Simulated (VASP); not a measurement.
# SiNi2 (Pnma) in VASP: single point with PBE

Aim: the single point of SiNi2 with PBE.

Everything below comes from runs of VASP 6.6.1. Logs are shortened: lines on timing, memory, paths and dates and some standing lists are left out, and cuts for length are marked.

### 1 The cell of the first run

The structure is orthorhombic, space group Pnma (No. 62). Conventional cell: a = 4.861 Å, b = 3.680 Å, c = 6.966 Å, α = 90.00°, β = 90.00°, γ = 90.00°. Within 3.3 Å of Si (site symmetry m) lie 11 Ni at 2.28 to 3.25 Å and 4 Si at 3.09 to 3.13 Å. Ni (site symmetry m) has 5 Si at 2.30 to 2.54 Å and 8 Ni at 2.50 to 2.66 Å within 3.0 Å. Ni (site symmetry m) has 5 Si at 2.28 to 2.62 Å and 8 Ni at 2.52 to 2.66 Å within 3.0 Å.

### 2 Single point, PBE (10.38 Å³/atom)

The input, INCAR:

```
SYSTEM = SiNi2
  PREC = Accurate
  ENCUT = 600
  EDIFF = 1E-6
  ISMEAR = 0
  SIGMA = 0.1
  LREAL = .False.
  LASPH = .True.
  NELM = 120
  ALGO = Normal
  ISIF = 2
  LWAVE = .False.
  LCHARG = .False.
  GGA = PE
  NBANDS = 60
  GGA_COMPAT = .False.
```

The input, KPOINTS:

```
regular mesh
0
Gamma
  8 10 6
  0 0 0
```

The input, POSCAR:

```
SiNi2
1.0
    4.8605186988      0.0000000000      0.0000000000
    0.0000000000      3.6801665203      0.0000000000
    0.0000000000      0.0000000000      6.9659427000
Si Ni
4 8
Direct
    0.2946682466      0.7500000000      0.6124415052
    0.7053317534      0.2500000000      0.3875584948
    0.2053317534      0.2500000000      0.1124415052
    0.7946682466      0.7500000000      0.8875584948
    0.9568665626      0.7500000000      0.2090154273
    0.0431334374      0.2500000000      0.7909845727
    0.5431334374      0.2500000000      0.7090154273
    0.4568665626      0.7500000000      0.2909845727
    0.8280741187      0.7500000000      0.5608131515
    0.1719258813      0.2500000000      0.4391868485
    0.6719258813      0.2500000000      0.0608131515
    0.3280741187      0.7500000000      0.9391868485
```

Potentials or basis: VASP PAW PBE potentials, release 64 (Si, Ni).

Run with:

```
> cat potpaw_PBE.64/Si/POTCAR potpaw_PBE.64/Ni/POTCAR > POTCAR
> mpirun -np 1 vasp_std > vasp.out
```

OUTCAR:

```text
SYSTEM = SiNi2
   PREC = Accurate
   ENCUT = 600
   EDIFF = 1E-6
   ISMEAR = 0
   LREAL = .False.
   LASPH = .True.
   NELM = 120
   ISIF = 2
   GGA = PE

 ion  position               nearest neighbor table
   1  0.295  0.750  0.612-  10 2.28  10 2.28  12 2.28   9 2.30   7 2.30   7 2.30   8 2.37   6 2.54
                             6 2.54   9 2.62   4 3.09   4 3.09   2 3.13   2 3.13
   2  0.705  0.250  0.388-   9 2.28   9 2.28  11 2.28  10 2.30   8 2.30   8 2.30   7 2.37   5 2.54
                             5 2.54  10 2.62   3 3.09   3 3.09   1 3.13   1 3.13
   3  0.205  0.250  0.112-  12 2.28  12 2.28  10 2.28  11 2.30   5 2.30   5 2.30   6 2.37   8 2.54
                             8 2.54  11 2.62   2 3.09   2 3.09   4 3.13   4 3.13
   4  0.795  0.750  0.888-  11 2.28  11 2.28   9 2.28  12 2.30   6 2.30   6 2.30   5 2.37   7 2.54
                             7 2.54  12 2.62   1 3.09   1 3.09   3 3.13   3 3.13
   5  0.957  0.750  0.209-   3 2.30   3 2.30   4 2.37   8 2.50   8 2.50  11 2.52  11 2.52   9 2.53
                             2 2.54   2 2.54  12 2.61  10 2.66  10 2.66
   6  0.043  0.250  0.791-   4 2.30   4 2.30   3 2.37   7 2.50   7 2.50  12 2.52  12 2.52  10 2.53
                             1 2.54   1 2.54  11 2.61   9 2.66   9 2.66
   7  0.543  0.250  0.709-   1 2.30   1 2.30   2 2.37   6 2.50   6 2.50   9 2.52   9 2.52  11 2.53
                             4 2.54   4 2.54  10 2.61  12 2.66  12 2.66
   8  0.457  0.750  0.291-   2 2.30   2 2.30   1 2.37   5 2.50   5 2.50  10 2.52  10 2.52  12 2.53
                             3 2.54   3 2.54   9 2.61  11 2.66  11 2.66
   9  0.828  0.750  0.561-   2 2.28   2 2.28   4 2.28   1 2.30   7 2.52   7 2.52   5 2.53   8 2.61
                             1 2.62  10 2.63  10 2.63   6 2.66   6 2.66
  10  0.172  0.250  0.439-   1 2.28   1 2.28   3 2.28   2 2.30   8 2.52   8 2.52   6 2.53   7 2.61
                             2 2.62   9 2.63   9 2.63   5 2.66   5 2.66
  11  0.672  0.250  0.061-   4 2.28   4 2.28   2 2.28   3 2.30   5 2.52   5 2.52   7 2.53   6 2.61
                             3 2.62  12 2.63  12 2.63   8 2.66   8 2.66
  12  0.328  0.750  0.939-   3 2.28   3 2.28   1 2.28   4 2.30   6 2.52   6 2.52   8 2.53   5 2.61
                             4 2.62  11 2.63  11 2.63   7 2.66   7 2.66

  LATTYP: Found a simple orthorhombic cell.
 ALAT       =     3.6801665203
 B/A-ratio  =     1.3207333614
 C/A-ratio  =     1.8928335611

  Lattice vectors:

 A1 = (   0.0000000000,  -3.6801665203,   0.0000000000)
 A2 = (   4.8605186988,   0.0000000000,   0.0000000000)
 A3 = (   0.0000000000,   0.0000000000,   6.9659427000)

Analysis of symmetry for initial positions (statically):
=====================================================================
 Subroutine PRICEL returns:
 Original cell was already a primitive cell.

 Routine SETGRP: Setting up the symmetry group for a
 simple orthorhombic supercell.

[... 159 lines left out ...]
     AMIX     =   0.40;   BMIX     =  1.00
     AMIX_MAG =   1.60;   BMIX_MAG =  1.00
  volume/ion in A,a.u.               =      10.38        70.07
  Fermi-wavevector in a.u.,A,eV,Ry     =   1.500797  2.836095 30.645643  2.252391
  Thomas-Fermi vector in A             =   2.612251
   LORBIT       =      0    0 simple, 1 ext, 2 COOP (PROOUT), +10 PAW based schemes
   GGA     = PE    functional components
   LHFCALC =     F    Hartree Fock is set to
   AEXX    =    0.0000 exact exchange contribution
   IVDW    =     0    specifies the selected vdW correction
   LEPSILON=     F    determine dielectric tensor
   LRPA    =     F    only Hartree local field effects (RPA)
 non-spin polarized calculation
 Gauss-broadening in eV      SIGMA  =   0.10
  energy-cutoff  :      600.00
  volume of cell :      124.60
 maximum number of plane-waves:      4200
 NGX is ok and might be reduce to    40
   NGX = 19   NGY = 15   NGZ = 27

 number of electron      95.9999991 magnetization

 Free energy of the ion-electron system (eV)
  ---------------------------------------------------
  ext. energy  EPLUGINS =         0.00000000
  ---------------------------------------------------
  free energy    TOTEN  =       -71.79144947 eV

  energy without entropy =      -71.75977481  energy(sigma->0) =      -71.77561214

 E-fermi :  11.9363     XC(G=0): -13.2019

 val. band max:       11.9331203375   @ k =   0.0000   0.2000   0.1667
 cond. band min:      11.9413896354   @ k =   0.1250   0.3000   0.1667
 fundamental gap:      0.0082692979
 Fermi energy:        11.9363410874

 k-point     1 :       0.0000    0.0000    0.0000
  band No.  band energies     occupation
      1      -1.1627      2.00000
      2       1.4593      2.00000
      3       1.6018      2.00000
      4       3.6292      2.00000
      5       5.0688      2.00000
      6       5.5065      2.00000
[... 1501 lines left out ...]
     59      17.4672      0.00000
     60      18.5148      0.00000

 [... further k-points ...]

------------------------ aborting loop because EDIFF is reached ----------------------------------------

  FORCE on cell =-STRESS in cart. coord.  units (eV):
  Direction    XX          YY          ZZ          XY          YZ          ZX
  --------------------------------------------------------------------------------------
  -------------------------------------------------------------------------------------
  Total       10.5964221     10.5624937     10.5079072      0.0000000      0.0000000      0.0000000
  in kB      136.2510461    135.8147880    135.1129034      0.0000000      0.0000000      0.0000000
  external PRESSURE =     135.7262458 kB  Pullay stress =       0.0000000 kB

 VOLUME and BASIS-vectors are now :
 -----------------------------------------------------------------------------
  energy-cutoff  :      600.00
  volume of cell :      124.60
      direct lattice vectors                 reciprocal lattice vectors
     4.860518699  0.000000000  0.000000000     0.205739359  0.000000000  0.000000000
     0.000000000  3.680166520  0.000000000     0.000000000  0.271726835  0.000000000
     0.000000000  0.000000000  6.965942700     0.000000000  0.000000000  0.143555588

 POSITION                                       TOTAL-FORCE (eV/Angst)
 -----------------------------------------------------------------------------------
      1.43224      2.76012      4.26623        -0.006982      0.000000      0.002005
      3.42828      0.92004      2.69971         0.006982     -0.000000     -0.002005
      0.99802      0.92004      0.78326         0.006982      0.000000      0.002005
      3.86250      2.76012      6.18268        -0.006982     -0.000000     -0.002005
      4.65087      2.76012      1.45599        -0.013737      0.000000      0.012126
      0.20965      0.92004      5.50995         0.013737     -0.000000     -0.012126
      2.63991      0.92004      4.93896         0.013737     -0.000000      0.012126
      2.22061      2.76012      2.02698        -0.013737      0.000000     -0.012126
      4.02487      2.76012      3.90659         0.000966     -0.000000     -0.010392
      0.83565      0.92004      3.05935        -0.000966      0.000000      0.010392
      3.26591      0.92004      0.42362        -0.000966     -0.000000     -0.010392
      1.59461      2.76012      6.54232         0.000966      0.000000      0.010392
 -----------------------------------------------------------------------------------
    total drift:                                0.000000      0.000000      0.000000

  FREE ENERGIE OF THE ION-ELECTRON SYSTEM (eV)
  ---------------------------------------------------
  free  energy   TOTEN  =       -71.7914494693 eV

  energy  without entropy=      -71.7597748062  energy(sigma->0) =      -71.77561214
```

OSZICAR:

```text
N       E                     dE             d eps       ncg     rms          rms(c)
DAV:   1     0.805347905489E+03    0.80535E+03   -0.45223E+04 14400   0.235E+03
DAV:   2     0.851302562751E+01   -0.79683E+03   -0.76303E+03 14400   0.475E+02
DAV:   3    -0.788102396989E+02   -0.87323E+02   -0.80294E+02 14616   0.184E+02
DAV:   4    -0.825197395071E+02   -0.37095E+01   -0.36447E+01 17428   0.369E+01
[... 10 lines left out ...]
DAV:  15    -0.717914925805E+02    0.36706E-04   -0.65735E-05 19172   0.548E-02    0.769E-02
DAV:  16    -0.717914900708E+02    0.25097E-05   -0.41183E-06 11500   0.145E-02    0.697E-02
DAV:  17    -0.717914487973E+02    0.41273E-04   -0.10903E-04 16468   0.111E-01    0.245E-02
DAV:  18    -0.717914494296E+02   -0.63227E-06   -0.16097E-05 20796   0.280E-02    0.902E-03
DAV:  19    -0.717914494693E+02   -0.39679E-07   -0.49197E-07  7800   0.583E-03
   1 F= -.71791449E+02 E0= -.71775612E+02  d E =-.316747E-01
```

stdout:

```text
POSCAR found type information on POSCAR SiNi
 POSCAR found :  2 types and      12 ions
 scaLAPACK will be used
 LDA part: xc-table for (Slater+PW92), standard interpolation
 POSCAR, INCAR and KPOINTS ok, starting setup
 FFT: planning ... GRIDC
 FFT: planning ... GRID_SOFT
 FFT: planning ... GRID
 WAVECAR not read
 entering main loop
```

It took 30 min on 1 thread of Oxide Virtual Turin-like, shared host; peak memory 0.76 GiB.

Results:

| Property | Result |
| --- | --- |
| Free energy | -71.7914 eV |
| Pressure | 13.6 GPa |
| Largest force | 0.018 eV/Å |
| Band gap on the k mesh | zero (bands 48 and 49 overlap by 1.92 eV) |

Forces in eV/Å, atoms in the order of the input:
```
Si  -0.007  0.000  0.002
Si   0.007  0.000 -0.002
Si   0.007  0.000  0.002
Si  -0.007  0.000 -0.002
Ni  -0.014  0.000  0.012
Ni   0.014  0.000 -0.012
Ni   0.014  0.000  0.012
Ni  -0.014  0.000 -0.012
Ni   0.001  0.000 -0.010
Ni  -0.001  0.000  0.010
Ni  -0.001  0.000 -0.010
Ni   0.001  0.000  0.010
```

Caveat: the cell stands under pressure. Spin polarisation is off, so any magnetic state and its effect on volume and gap are missing.
